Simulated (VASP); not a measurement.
# Co12Si24H (a cell with a defect) in VASP: notebook

The runs below take Co12Si24H (a cell with a defect) through single point, with PBE.

Everything below comes from runs of VASP 6.6.1. Logs are shortened: lines on timing, memory, paths and dates and some standing lists are left out, and cuts for length are marked.

## Step 1: The cell of the first run

The cell holds a defect, 37 atoms: a = 7.581 Å, b = 7.581 Å, c = 11.371 Å, α = 60.00°, β = 60.00°, γ = 60.00°.

## Step 2: Single point, PBE

INCAR

```
SYSTEM = Co12Si24H
  PREC = Accurate
  ENCUT = 520
  EDIFF = 1E-7
  ISMEAR = 1
  SIGMA = 0.1
  LREAL = Auto
  LASPH = .TRUE.
  NELM = 100
  ALGO = Normal
  ISIF = 2
  LWAVE = .FALSE.
  LCHARG = .FALSE.
  GGA = PE
  NBANDS = 126
```

KPOINTS

```
regular mesh
0
G
  3 3 2
  0 0 0
```

POSCAR

```
Co12Si24H
1.0
    0.0000000000      5.3602887400      5.3602887400
    5.3602887400      0.0000000000      5.3602887400
    8.0404331200      8.0404331200      0.0000000000
Co Si H
12 24 1
Direct
   -0.0034491612     -0.0021723643      0.0029205516
    0.0031689524     -0.0060117097      0.3361430236
    0.0004491363     -0.0001422498      0.6664734872
   -0.0027852044      0.5008654627      0.0030312422
    0.0015562594      0.4976338271      0.3380644997
    0.0182923915      0.4829981416      0.6770895820
    0.4960108735      0.0035349775     -0.0017080548
    0.5009497865     -0.0011990959      0.3335711472
    0.5074608164     -0.0073317879      0.6665718650
    0.4950776215      0.5003894622      0.0023929059
    0.5052700762      0.4988409449      0.3316003579
    0.5072278065      0.5004652977      0.6664482398
    0.3758090464      0.3739222078      0.2515068492
    0.1218385859      0.1248352528      0.0857268495
    0.3963919862      0.3690102522      0.5769835320
    0.1267649996      0.1228715526      0.4175821066
    0.3731468764      0.3765250526      0.9176171097
    0.1316249057      0.1060906469      0.7529368642
    0.3774034568      0.8732353287      0.2495796520
    0.1225043149      0.6230794015      0.0874294319
    0.3788348163      0.8742338757      0.5820187707
    0.1291164588      0.6195139219      0.4215027287
    0.3726591228      0.8741321088      0.9177629351
    0.1314634405      0.6327970683      0.7531075639
    0.8795928221      0.3707094144      0.2525337217
    0.6219465334      0.1237341927      0.0844802749
    0.8808417287      0.3732972414      0.5869629073
    0.6287767625      0.1224165398      0.4159718699
    0.8628496942      0.3720093444      0.9290768779
    0.6274462372      0.1242662536      0.7495638494
    0.8762927200      0.8724490838      0.2521085581
    0.6224221608      0.6279108577      0.0837695544
    0.8814333946      0.8659504600      0.5859163841
    0.6284412395      0.6244371642      0.4163528817
    0.8709197818      0.8750044499      0.9192099965
    0.6345700139      0.6185996055      0.7521476032
    0.1540972026      0.3462954311      0.7693305084
```

Potentials or basis: VASP PAW PBE potentials, release 64 (Co, Si, H).

Launch:

```console
$ cat potpaw_PBE.64/Co/POTCAR potpaw_PBE.64/Si/POTCAR potpaw_PBE.64/H/POTCAR > POTCAR
$ mpirun -np 1 vasp_std > vasp.out
```

OUTCAR:

```text
SYSTEM = Co12Si24H
   PREC = Accurate
   ENCUT = 520
   EDIFF = 1E-7
   ISMEAR = 1
   LREAL = Auto
   LASPH = .TRUE.
   NELM = 100
   ISIF = 2
   GGA = PE

 ion  position               nearest neighbor table
   1  0.997  0.998  0.003-  31 2.31  35 2.32  29 2.32  26 2.32  20 2.32  18 2.32  23 2.33  14 2.33

   2  0.003  0.994  0.336-  19 2.32  28 2.32  31 2.32  22 2.32  16 2.32  33 2.32  14 2.33  25 2.33

   3  0.000  1.000  0.666-  24 2.27  18 2.27  30 2.31  16 2.31  27 2.31  33 2.31  21 2.34  35 2.35
[... 52 lines left out ...]
                            24 2.84  18 2.84
  30  0.627  0.124  0.750-   3 2.31   7 2.31   9 2.33  12 2.33  15 2.63  35 2.67  27 2.69  33 2.70
                            17 2.70  23 2.71
  31  0.876  0.872  0.252-   1 2.31   2 2.32   5 2.32   8 2.32  28 2.66  34 2.66  20 2.66  14 2.67
                            26 2.71  22 2.72
  32  0.622  0.628  0.084-  11 2.30   4 2.32   7 2.33  10 2.33  29 2.62  19 2.65  35 2.66  23 2.67
                            13 2.68  25 2.74
  33  0.881  0.866  0.586-   3 2.31   9 2.31   2 2.32   6 2.37  22 2.64  36 2.65  24 2.69  16 2.69
                            30 2.70  28 2.72
  34  0.628  0.624  0.416-   5 2.31   8 2.32  12 2.32  11 2.33  15 2.61  31 2.66  21 2.67  25 2.68
                            19 2.69  27 2.72
  35  0.871  0.875  0.919-   1 2.32   4 2.32   7 2.32   3 2.35  24 2.64  18 2.64  32 2.66  26 2.66
                            30 2.67  20 2.70
  36  0.635  0.619  0.752-  12 2.32   9 2.32  10 2.33   6 2.38  27 2.64  33 2.65  29 2.65  17 2.70
                            23 2.70  21 2.74
  37  0.154  0.346  0.769-   6 1.47  24 2.01  18 2.02

  LATTYP: Found a face centered orthorhombic cell.
 ALAT       =     7.5805930343
 B/A-ratio  =     1.7320508076
 C/A-ratio  =     2.4494897458

  Lattice vectors:

 A1 = (   8.0404331200,   8.0404331200,   0.0000000000)
 A2 = (   2.6801443800,   8.0404331200,  -5.3602887400)
 A3 = (   0.0000000000,   5.3602887400,   5.3602887400)

Analysis of symmetry for initial positions (statically):
=====================================================================
 Subroutine PRICEL returns:
 Original cell was already a primitive cell.

 Routine SETGRP: Setting up the symmetry group for a
 face centered orthorhombic supercell.

 Subroutine GETGRP returns: Found  1 space group operations
 (whereof  1 operations were pure point group operations)
 out of a pool of  8 trial point group operations.

The static configuration has the point symmetry C_1 .

Analysis of symmetry for dynamics (positions and initial velocities):
[... 175 lines left out ...]
   ISIF   =      2    stress and relaxation
   ISYM   =      2    0-nonsym 1-usesym 2-fastsym
   POTIM  = 0.5000    time-step for ionic-motion
   TEBEG  =    0.0;   TEEND  =   0.0 temperature during run
   PSTRESS=    0.0 pullay stress
   NELECT =     205.0000    total number of electrons
   NUPDOWN=      -1.0000    fix difference up-down
   EMIN   =  10.00;   EMAX   =-10.00  energy-range for DOS
   EFERMI =   0.00;   METHOD = LEGACY
   ISMEAR =     1;   SIGMA  =   0.10  broadening in eV -4-tet -1-fermi 0-gaus
   EFERMI_NEDOS =   21; number of points for ismear=-14 and -15
   IALGO  =     38    algorithm
   IMIX   =      4    mixing-type and parameters
     AMIX     =   0.40;   BMIX     =  1.00
     AMIX_MAG =   1.60;   BMIX_MAG =  1.00
  volume/ion in A,a.u.               =      12.49        84.27
  Fermi-wavevector in a.u.,A,eV,Ry     =   1.248622  2.359553 21.212244  1.559056
  Thomas-Fermi vector in A             =   2.382700
   LORBIT       =      0    0 simple, 1 ext, 2 COOP (PROOUT), +10 PAW based schemes
   GGA     = PE    functional components
   LHFCALC =     F    Hartree Fock is set to
   AEXX    =    0.0000 exact exchange contribution
   IVDW    =     0    specifies the selected vdW correction
   LEPSILON=     F    determine dielectric tensor
   LRPA    =     F    only Hartree local field effects (RPA)
 non-spin polarized calculation
 Methfessel and Paxton  Order N= 1 SIGMA  =   0.10
  energy-cutoff  :      520.00
  volume of cell :      462.05
 maximum number of plane-waves:     12494
   NGX = 29   NGY = 29   NGZ = 43

 number of electron     204.9999997 magnetization

 Free energy of the ion-electron system (eV)
  ---------------------------------------------------
  ext. energy  EPLUGINS =         0.00000000
  ---------------------------------------------------
  free energy    TOTEN  =      -233.85724438 eV

  energy without entropy =     -233.84207733  energy(sigma->0) =     -233.85218870

 E-fermi :  10.2335     XC(G=0): -11.7607

 val. band max:       10.2174485403   @ k =   0.3333   0.0000   0.5000
 cond. band min:      10.2412556955   @ k =   0.3333   0.0000   0.0000
 fundamental gap:      0.0238071552
 Fermi energy:        10.2334578076

 k-point     1 :       0.0000    0.0000    0.0000
  band No.  band energies     occupation
      1      -3.1178      2.00000
      2      -1.5546      2.00000
      3      -1.3988      2.00000
      4      -0.1797      2.00000
      5       0.1286      2.00000
      6       0.2161      2.00000
[... 1159 lines left out ...]
    113      12.6831      0.00000
    114      12.7219      0.00000
 [bands above 114 left out]

------------------------ aborting loop because EDIFF is reached ----------------------------------------

  FORCE on cell =-STRESS in cart. coord.  units (eV):
  Direction    XX          YY          ZZ          XY          YZ          ZX
  --------------------------------------------------------------------------------------
  -------------------------------------------------------------------------------------
  Total        3.7587623      0.2232459      3.5175644     -0.1349025      0.1722827     -0.1701652
  in kB       13.0337574      0.7741198     12.1973880     -0.4677835      0.5974016     -0.5900590
  external PRESSURE =       8.6684217 kB  Pullay stress =       0.0000000 kB

 VOLUME and BASIS-vectors are now :
 -----------------------------------------------------------------------------
  energy-cutoff  :      520.00
  volume of cell :      462.05
      direct lattice vectors                 reciprocal lattice vectors
     0.000000000  5.360288740  5.360288740    -0.093278557  0.093278557  0.093278557
     5.360288740  0.000000000  5.360288740     0.093278557 -0.093278557  0.093278557
     8.040433120  8.040433120  0.000000000     0.062185705  0.062185705 -0.062185705

 POSITION                                       TOTAL-FORCE (eV/Angst)
 -----------------------------------------------------------------------------------
      5.37213      5.36528     10.69044        -0.000119     -0.003072      0.002957
      8.03080      2.71972      5.34505        -0.000150     -0.003275     -0.001530
     10.71826      5.36114      5.36193         0.001603     -0.006700     -0.000904
      2.70916      5.36973      8.03014        -0.004540     -0.005393     -0.001907
      5.38565      2.72653      2.67580        -0.001406      0.000980      0.002137
      8.03310      5.54215      2.68706         0.003086     -0.075072      0.002174
[... 29 lines left out ...]
      9.36346      9.44907      6.71735        -0.004978     -0.000307      0.008140
      8.04199      7.01176      2.68225         0.000387      0.048870      0.000095
 -----------------------------------------------------------------------------------
    total drift:                                0.010980     -0.010099     -0.002720

  FREE ENERGIE OF THE ION-ELECTRON SYSTEM (eV)
  ---------------------------------------------------
  free  energy   TOTEN  =      -233.8572443828 eV

  energy  without entropy=     -233.8420773308  energy(sigma->0) =     -233.85218870
```

Run time: 29 min. Hardware: 1 thread of Intel Xeon Platinum 8559C (Emerald Rapids), shared host; peak memory 0.81 GiB.

What came out:

```
Free energy            : -233.8572 eV
Pressure               : 0.9 GPa
Largest force          : 0.075 eV/Å
Band gap on the k mesh : zero (an odd number of electrons rules out a gap without spin polarisation)
```

Forces on the atoms (eV/Å):
```
Co   0.000 -0.003  0.003
Co   0.000 -0.003 -0.002
Co   0.002 -0.007 -0.001
Co  -0.005 -0.005 -0.002
Co  -0.001  0.001  0.002
Co   0.003 -0.075  0.002
Co   0.003  0.000 -0.001
Co   0.000  0.000 -0.002
Co  -0.001  0.000  0.003
Co   0.002 -0.005 -0.001
Co   0.000 -0.003  0.004
Co  -0.001 -0.003 -0.003
Si   0.003  0.002 -0.003
Si   0.000  0.008  0.001
Si  -0.015  0.000  0.006
Si   0.002 -0.002  0.000
Si  -0.003  0.006  0.000
Si  -0.016  0.001 -0.011
Si   0.004  0.003 -0.002
Si   0.002 -0.002 -0.003
Si   0.001  0.001 -0.001
Si   0.008  0.003 -0.007
Si  -0.005  0.004  0.004
Si   0.011  0.002  0.012
Si   0.001  0.000  0.006
Si   0.002  0.004  0.000
Si   0.010  0.005  0.007
Si  -0.001 -0.003  0.000
Si   0.012  0.005 -0.011
Si  -0.001  0.004 -0.005
Si  -0.001  0.002 -0.002
Si  -0.001  0.005 -0.001
Si  -0.009  0.008 -0.009
Si  -0.001  0.000  0.008
Si  -0.001  0.001 -0.003
Si  -0.005  0.000  0.008
H    0.000  0.049  0.000
```

Stress tensor (GPa, compression positive):
```
 1.30 -0.05 -0.06
-0.05  0.08  0.06
-0.06  0.06  1.22
```

Caveat: an odd number of electrons without spin polarisation forces a metal; a magnetic or distorted state may lie lower.

## Step 3: Single point, PBE

INCAR

```
ALGO = Normal ; EDIFF = 1E-6
ENCUT = 520 ; GGA = PE
ISIF = 2 ; ISMEAR = 1
LASPH = T ; LCHARG = F
LREAL = Auto ; LWAVE = F
NBANDS = 126 ; NELM = 100
PREC = Accurate ; SIGMA = 0.1
```

KPOINTS

```
k-points
0
Gamma
  3 3 2
```

POSCAR

```
Co12Si24H
1.0
    0.0000000000      5.3602887400      5.3602887400
    5.3602887400      0.0000000000      5.3602887400
    8.0404331200      8.0404331200      0.0000000000
Co Si H
12 24 1
Direct
    0.0031403159     -0.0042633897      0.0064521400
    0.0072738619     -0.0109010919      0.3384879843
   -0.0041066818      0.0059741185      0.6721768491
   -0.0037719983      0.4997794205      0.0103638696
    0.0015798589      0.4932765058      0.3418000572
    0.0179209563      0.4895739068      0.6735760896
    0.4977896956     -0.0029900442      0.0044375097
    0.5030723401     -0.0105554015      0.3362807649
    0.5118238276     -0.0219731633      0.6697552756
    0.5034453610      0.4922377558      0.0023986892
    0.5085509629      0.4871468920      0.3328981113
    0.4878437761      0.4913876151      0.6719315265
    0.3769446196      0.3658711489      0.2532494170
    0.1245757519      0.1237478114      0.0889833905
    0.4055274082      0.3377110987      0.5705160321
    0.1283475636      0.1174722166      0.4221666855
    0.3722846094      0.3701377102      0.9229857259
    0.1332997222      0.1148648944      0.7559730812
    0.3806157838      0.8623777047      0.2540224475
    0.1282751794      0.6194841661      0.0906550666
    0.3740973849      0.8675144615      0.5868785835
    0.1322772959      0.6156133858      0.4218355466
    0.3779173284      0.8679067912      0.9204450668
    0.0999833266      0.6481502524      0.7715810091
    0.8814213616      0.3641085573      0.2574909795
    0.6270749885      0.1188232632      0.0879497397
    0.8724698849      0.3754490845      0.5901159091
    0.6370834046      0.1067776435      0.4155450273
    0.8774663508      0.3701188679      0.9242288182
    0.6238824366      0.1163000783      0.7548503805
    0.8788145058      0.8666028502      0.2550273685
    0.6238037095      0.6219392577      0.0858862936
    0.8843476033      0.8655730549      0.5881054452
    0.6270096935      0.6150763811      0.4203363114
    0.8683154445      0.8793941388      0.9269008757
    0.6331527395      0.6085096640      0.7537653021
    0.2554329751      0.4738775509      0.6838573766
```

Potentials or basis: VASP PAW PBE potentials, release 64 (Co, Si, H).

Launch:

```console
$ cat potpaw_PBE.64/Co/POTCAR potpaw_PBE.64/Si/POTCAR potpaw_PBE.64/H/POTCAR > POTCAR
$ mpirun -np 1 vasp_std > vasp.out
```

Wall time 78 min (1 thread of Intel Xeon 8259CL, shared host); peak memory 0.81 GiB.

Results (log left out):

```
Free energy            : -233.6238 eV
Pressure               : 1.4 GPa
Largest force          : 0.032 eV/Å
Band gap on the k mesh : zero (an odd number of electrons rules out a gap without spin polarisation)
```

Forces in eV/Å, atoms in the order of the input:
```
Co   0.005  0.000  0.001
Co  -0.003  0.004  0.001
Co   0.001 -0.004 -0.003
Co   0.001  0.005 -0.006
Co   0.001 -0.006  0.004
Co   0.005 -0.028 -0.014
Co  -0.003  0.008  0.000
Co   0.002  0.004 -0.003
Co  -0.009  0.005 -0.009
Co   0.003  0.001  0.000
Co  -0.007 -0.005  0.006
Co   0.002  0.007  0.024
Si   0.002  0.001  0.000
Si  -0.001 -0.002  0.002
Si  -0.009  0.009 -0.003
Si   0.003 -0.001 -0.001
Si  -0.001  0.002  0.001
Si  -0.002 -0.001  0.000
Si   0.001  0.000  0.001
Si  -0.001 -0.005  0.000
Si   0.001  0.005 -0.004
Si  -0.007 -0.001  0.000
Si   0.001 -0.002 -0.002
Si   0.013  0.006 -0.001
Si   0.002 -0.004 -0.002
Si   0.000 -0.002 -0.001
Si   0.002  0.004 -0.003
Si   0.007  0.008  0.005
Si   0.000  0.000  0.000
Si  -0.001 -0.007  0.003
Si  -0.002 -0.002  0.000
Si   0.001  0.000 -0.003
Si   0.005 -0.007 -0.001
Si   0.000  0.001 -0.005
Si  -0.005  0.008  0.003
Si  -0.003  0.000 -0.003
H   -0.001 -0.001  0.009
```

Stress tensor (GPa, compression positive):
```
 3.51 -0.08  0.14
-0.08  0.39 -1.25
 0.14 -1.25  0.28
```

Levels at points of the mesh, in eV from the Fermi level:
| k point | band 99 | band 100 | band 101 | band 102 | band 103 | band 104 | band 105 | band 106 |
| --- | --- | --- | --- | --- | --- | --- | --- | --- |
| (0.00, 0.00, 0.00) | -0.68 | -0.59 | -0.55 | 0.18 | 0.28 | 0.28 | 0.41 | 0.57 |
| (0.00, 0.00, 0.50) | -0.68 | -0.66 | -0.58 | -0.53 | -0.05 | 0.03 | 1.32 | 1.35 |

Caveat: an odd number of electrons without spin polarisation forces a metal; a magnetic or distorted state may lie lower. Spin polarisation is off, so any magnetic state and its effect on volume and gap are missing.

The gap in the log of VASP goes by the Fermi energy; the results here count the filled bands.